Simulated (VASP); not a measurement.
# AsSe3 in VASP: notebook

The runs below take AsSe3 through single point, with PBE.

Program: VASP 6.6.1. These are calculated values, not measurements. Logs are shortened: lines on timing, memory, paths and dates and some standing lists are left out, and cuts for length are marked.

## 1. The cell of the first run

The structure is cubic, space group Im-3m (No. 229). Conventional cell: a = 5.632 Å, b = 5.632 Å, c = 5.632 Å, α = 90.00°, β = 90.00°, γ = 90.00°. Within 3.7 Å of As (site symmetry m-3m) lie 6 Se at 2.82 Å. Within 3.7 Å of Se (site symmetry 4/mmm) lie 2 As at 2.82 Å and 4 Se at 2.82 Å.

The cell was built from a structure type or drawn by symmetry, and may not be a known phase.

## 2. Single point, PBE

Input file INCAR:

```
  PREC = Accurate
  ENCUT = 500
  EDIFF = 1E-6
  ISMEAR = 0
  SIGMA = 0.1
  LREAL = False
  LASPH = True
  NELM = 120
  ALGO = Normal
  ISIF = 2
  LWAVE = False
  LCHARG = True
  GGA = PE
  LELF = True
  LVHAR = True
  NBANDS = 20
  GGA_COMPAT = False
```

Input file KPOINTS:

```
Automatic mesh
0
Gamma
  4 4 4
```

Input file POSCAR:

```
AsSe3
1.0
   -2.8160465329      2.8160465329      2.8160465329
    2.8160465329     -2.8160465329      2.8160465329
    2.8160465329      2.8160465329     -2.8160465329
As Se
1 3
Direct
    0.0000000000      0.0000000000      0.0000000000
    0.0000000000      0.5000000000      0.5000000000
    0.5000000000      0.0000000000      0.5000000000
    0.5000000000      0.5000000000      0.0000000000
```

Potentials or basis: VASP PAW PBE potentials, release 64 (As, Se).

Command:

```
$ cat potpaw_PBE.64/As/POTCAR potpaw_PBE.64/Se/POTCAR > POTCAR
$ mpirun -np 1 vasp_std > vasp.out
```

OUTCAR:

```text
PREC = Accurate
   ENCUT = 500
   EDIFF = 1E-6
   ISMEAR = 0
   LREAL = False
   LASPH = True
   NELM = 120
   ISIF = 2
   GGA = PE

 ion  position               nearest neighbor table
   1  0.000  0.000  0.000-   2 2.82   3 2.82   4 2.82   2 2.82   3 2.82   4 2.82
   2  0.000  0.500  0.500-   1 2.82   1 2.82
   3  0.500  0.000  0.500-   1 2.82   1 2.82
   4  0.500  0.500  0.000-   1 2.82   1 2.82

  LATTYP: Found a body centered cubic cell.
 ALAT       =     5.6320930658

  Lattice vectors:

 A1 = (  -2.8160465329,   2.8160465329,   2.8160465329)
 A2 = (   2.8160465329,  -2.8160465329,   2.8160465329)
 A3 = (   2.8160465329,   2.8160465329,  -2.8160465329)

Analysis of symmetry for initial positions (statically):
=====================================================================
 Subroutine PRICEL returns:
 Original cell was already a primitive cell.

 Routine SETGRP: Setting up the symmetry group for a
 body centered cubic supercell.

 Subroutine GETGRP returns: Found 48 space group operations
 (whereof 48 operations were pure point group operations)
 out of a pool of 48 trial point group operations.

The static configuration has the point symmetry O_h .

Analysis of symmetry for dynamics (positions and initial velocities):
=====================================================================
 Subroutine PRICEL returns:
 Original cell was already a primitive cell.

 Routine SETGRP: Setting up the symmetry group for a
 body centered cubic supercell.

 Subroutine GETGRP returns: Found 48 space group operations
 (whereof 48 operations were pure point group operations)
 out of a pool of 48 trial point group operations.

The dynamic configuration has the point symmetry O_h .

 Subroutine INISYM returns: Found 48 space group operations
 (whereof 48 operations are pure point group operations),
 and found     1 'primitive' translations

----------------------------------------------------------------------------------------

                                     Primitive cell

  volume of cell :      89.3263

  direct lattice vectors                    reciprocal lattice vectors
    -2.816046533  2.816046533  2.816046533     0.000000000  0.177553884  0.177553884
     2.816046533 -2.816046533  2.816046533     0.177553884  0.000000000  0.177553884
     2.816046533  2.816046533 -2.816046533     0.177553884  0.177553884  0.000000000

  length of vectors
     4.877535671  4.877535671  4.877535671     0.251099111  0.251099111  0.251099111

  position of ions in fractional coordinates (direct lattice)
     0.000000000  0.000000000  0.000000000
     0.000000000  0.500000000  0.500000000
     0.500000000  0.000000000  0.500000000
     0.500000000  0.500000000  0.000000000

  ion indices of the primitive-cell ions
   primitive index   ion index
                 1           1
                 2           2
                 3           3
                 4           4

----------------------------------------------------------------------------------------

 KPOINTS: Automatic mesh

Automatic generation of k-mesh.
 Grid dimensions read from file:
 generate k-points for:    4    4    4

 Generating k-lattice:

  Cartesian coordinates                     Fractional coordinates (reciprocal lattice)
     0.000000000  0.044388471  0.044388471     0.250000000  0.000000000  0.000000000
     0.044388471  0.000000000  0.044388471     0.000000000  0.250000000  0.000000000
     0.044388471  0.044388471  0.000000000     0.000000000  0.000000000  0.250000000

  Length of vectors
     0.062774778  0.062774778  0.062774778

  Shift w.r.t. Gamma in fractional coordinates (k-lattice)
     0.000000000  0.000000000  0.000000000

 Subroutine IBZKPT returns following result:
 ===========================================

 Found      8 irreducible k-points:

 Following reciprocal coordinates:
            Coordinates               Weight
  0.000000  0.000000  0.000000      1.000000
  0.250000  0.000000  0.000000     12.000000
  0.500000  0.000000  0.000000      6.000000
  0.250000  0.250000  0.000000     24.000000
  0.250000  0.250000  0.250000      2.000000
 -0.250000  0.250000  0.250000      6.000000
  0.500000  0.500000  0.250000     12.000000
  0.500000  0.500000  0.500000      1.000000
   k-points           NKPTS =      8   k-points in BZ     NKDIM =      8   number of bands    NBANDS=     20
   number of dos      NEDOS =    301   number of ions     NIONS =      4
   total plane-waves  NPLWV =  46656
   dimension x,y,z NGX =    36 NGY =   36 NGZ =   36
   dimension x,y,z NGXF=    72 NGYF=   72 NGZF=   72
   ions per type =               1   3
   NGX,Y,Z   is equivalent  to a cutoff of  12.27, 12.27, 12.27 a.u.
   NGXF,Y,Z  is equivalent  to a cutoff of  24.54, 24.54, 24.54 a.u.
 SYSTEM =  unknown system
   PREC   = accura    normal or accurate (medium, high low for compatibility)
   ISTART =      0    job   : 0-new  1-cont  2-samecut
   ICHARG =      2    charge: 1-file 2-atom 10-const
   ISPIN  =      1    spin polarized calculation?
   LNONCOLLINEAR =      F non collinear calculations
   LSORBIT =      F    spin-orbit coupling
   LASPH  =      T    aspherical Exc in radial PAW
   ENCUT  =  500.0 eV  36.75 Ry    6.06 a.u.   8.89  8.89  8.89*2*pi/ulx,y,z
   NELM   =    120;   NELMIN=  2; NELMDL= -5     # of ELM steps
   EDIFF  = 0.1E-05   stopping-criterion for ELM
   LREAL  =      F    real-space projection
   EDIFFG = 0.1E-04   stopping-criterion for IOM
   NSW    =      0    number of steps for IOM
   IBRION =     -1    ionic relax: 0-MD 1-quasi-New 2-CG
   NFREE  =      0    steps in history (QN), initial steepest desc. (CG)
   ISIF   =      2    stress and relaxation
   ISYM   =      2    0-nonsym 1-usesym 2-fastsym
   POTIM  = 0.5000    time-step for ionic-motion
   TEBEG  =    0.0;   TEEND  =   0.0 temperature during run
   PSTRESS=    0.0 pullay stress
   NELECT =      23.0000    total number of electrons
   NUPDOWN=      -1.0000    fix difference up-down
   EMIN   =  10.00;   EMAX   =-10.00  energy-range for DOS
   EFERMI =   0.00;   METHOD = LEGACY
   ISMEAR =     0;   SIGMA  =   0.10  broadening in eV -4-tet -1-fermi 0-gaus
   EFERMI_NEDOS =   21; number of points for ismear=-14 and -15
   IALGO  =     38    algorithm
   IMIX   =      4    mixing-type and parameters
     AMIX     =   0.40;   BMIX     =  1.00
     AMIX_MAG =   1.60;   BMIX_MAG =  1.00
  volume/ion in A,a.u.               =      22.33       150.70
  Fermi-wavevector in a.u.,A,eV,Ry     =   1.041496  1.968142 14.758430  1.084714
  Thomas-Fermi vector in A             =   2.176119
   LORBIT       =      0    0 simple, 1 ext, 2 COOP (PROOUT), +10 PAW based schemes
   GGA     = PE    functional components
   LHFCALC =     F    Hartree Fock is set to
   AEXX    =    0.0000 exact exchange contribution
   IVDW    =     0    specifies the selected vdW correction
   LEPSILON=     F    determine dielectric tensor
   LRPA    =     F    only Hartree local field effects (RPA)
 non-spin polarized calculation
 Gauss-broadening in eV      SIGMA  =   0.10
  energy-cutoff  :      500.00
  volume of cell :       89.33
 maximum number of plane-waves:      2316
   NGX = 17   NGY = 17   NGZ = 17

 number of electron      23.0000001 magnetization

 Free energy of the ion-electron system (eV)
  ---------------------------------------------------
  ext. energy  EPLUGINS =         0.00000000
  ---------------------------------------------------
  free energy    TOTEN  =       -14.44086887 eV

  energy without entropy =      -14.40939480  energy(sigma->0) =      -14.42513183

 E-fermi :   4.9198     XC(G=0):  -9.9520

 val. band max:        4.9146141013   @ k =   0.2500   0.2500   0.0000
 cond. band min:       4.9858719106   @ k =   0.5000   0.0000   0.0000
 fundamental gap:      0.0712578093
 Fermi energy:         4.9197880306

 k-point     1 :       0.0000    0.0000    0.0000
  band No.  band energies     occupation
      1     -10.9922      2.00000
      2      -7.1197      2.00000
      3      -7.1197      2.00000
      4      -4.5336      2.00000
      5      -0.3120      2.00000
      6      -0.3120      2.00000
[... 12 lines left out ...]
     19       9.9131      0.00000
     20      12.6878      0.00000

 k-point     2 :       0.2500    0.0000    0.0000
  band No.  band energies     occupation
      1     -10.5642      2.00000
      2      -7.8267      2.00000
      3      -7.3314      2.00000
      4      -5.1264      2.00000
      5      -0.4996      2.00000
      6       0.1094      2.00000
[... 12 lines left out ...]
     19       9.6632      0.00000
     20      13.3084      0.00000

 k-point     3 :       0.5000    0.0000    0.0000
  band No.  band energies     occupation
      1      -9.6315      2.00000
      2      -9.0314      2.00000
      3      -7.5185      2.00000
      4      -5.5700      2.00000
      5      -0.6686      2.00000
      6      -0.0842      2.00000
[... 12 lines left out ...]
     19      12.8047      0.00000
     20      13.0172      0.00000

 k-point     4 :       0.2500    0.2500    0.0000
  band No.  band energies     occupation
      1      -9.7896      2.00000
      2      -8.5967      2.00000
      3      -7.8550      2.00000
      4      -5.5860      2.00000
      5      -0.0602      2.00000
      6       0.0185      2.00000
[... 12 lines left out ...]
     19      12.2732      0.00000
     20      14.0123      0.00000

 k-point     5 :       0.2500    0.2500    0.2500
  band No.  band energies     occupation
      1      -8.7857      2.00000
      2      -8.7857      2.00000
      3      -8.7857      2.00000
      4      -6.3648      2.00000
      5       2.6034      2.00000
      6       2.6034      2.00000
[... 12 lines left out ...]
     19      14.3184      0.00000
     20      14.3184      0.00000

 k-point     6 :      -0.2500    0.2500    0.2500
  band No.  band energies     occupation
      1     -10.1915      2.00000
      2      -8.3828      2.00000
      3      -7.4449      2.00000
      4      -4.7385      2.00000
      5      -1.2304      2.00000
      6      -1.2304      2.00000
[... 12 lines left out ...]
     19      11.1746      0.00000
     20      13.5513      0.00000

 k-point     7 :       0.5000    0.5000    0.2500
  band No.  band energies     occupation
      1      -9.4410      2.00000
      2      -9.0840      2.00000
      3      -7.7834      2.00000
      4      -4.5192      2.00000
      5      -1.6081      2.00000
      6      -0.8397      2.00000
[... 12 lines left out ...]
     19      12.4931      0.00000
     20      14.1637      0.00000

 k-point     8 :       0.5000    0.5000    0.5000
  band No.  band energies     occupation
      1      -9.2252      2.00000
      2      -9.2252      2.00000
      3      -7.7172      2.00000
      4      -3.5252      2.00000
      5      -2.0390      2.00000
      6      -2.0390      2.00000
[... 12 lines left out ...]
     19      10.6769      0.00000
     20      14.6311      0.00000

------------------------ aborting loop because EDIFF is reached ----------------------------------------

  FORCE on cell =-STRESS in cart. coord.  units (eV):
  Direction    XX          YY          ZZ          XY          YZ          ZX
  --------------------------------------------------------------------------------------
  -------------------------------------------------------------------------------------
  Total        0.1988719      0.1988719      0.1988719     -0.0000000      0.0000000      0.0000000
  in kB        3.5670123      3.5670123      3.5670123     -0.0000000      0.0000000      0.0000000
  external PRESSURE =       3.5670123 kB  Pullay stress =       0.0000000 kB

 VOLUME and BASIS-vectors are now :
 -----------------------------------------------------------------------------
  energy-cutoff  :      500.00
  volume of cell :       89.33
      direct lattice vectors                 reciprocal lattice vectors
    -2.816046533  2.816046533  2.816046533     0.000000000  0.177553884  0.177553884
     2.816046533 -2.816046533  2.816046533     0.177553884  0.000000000  0.177553884
     2.816046533  2.816046533 -2.816046533     0.177553884  0.177553884  0.000000000

 POSITION                                       TOTAL-FORCE (eV/Angst)
 -----------------------------------------------------------------------------------
      0.00000      0.00000      0.00000        -0.000000     -0.000000     -0.000000
      2.81605      0.00000      0.00000        -0.000000      0.000000     -0.000000
      0.00000      2.81605      0.00000         0.000000     -0.000000      0.000000
      0.00000      0.00000      2.81605        -0.000000      0.000000     -0.000000
 -----------------------------------------------------------------------------------
    total drift:                                0.000000      0.000000     -0.000000

  FREE ENERGIE OF THE ION-ELECTRON SYSTEM (eV)
  ---------------------------------------------------
  free  energy   TOTEN  =       -14.4408688664 eV

  energy  without entropy=      -14.4093948033  energy(sigma->0) =      -14.42513183
```

Wall time 20 s (1 thread of Intel Xeon Platinum 8488C (Sapphire Rapids), shared host); peak memory 0.2 GiB.

Results:

```
Free energy            : -14.4409 eV
Pressure               : 0.4 GPa
Band gap on the k mesh : zero (an odd number of electrons rules out a gap without spin polarisation)
```

Caveat: the k points lie up to 0.39 Å⁻¹ apart, too coarse for converged energies and pressures of a metal.

(Continued in part 2 of 2.)
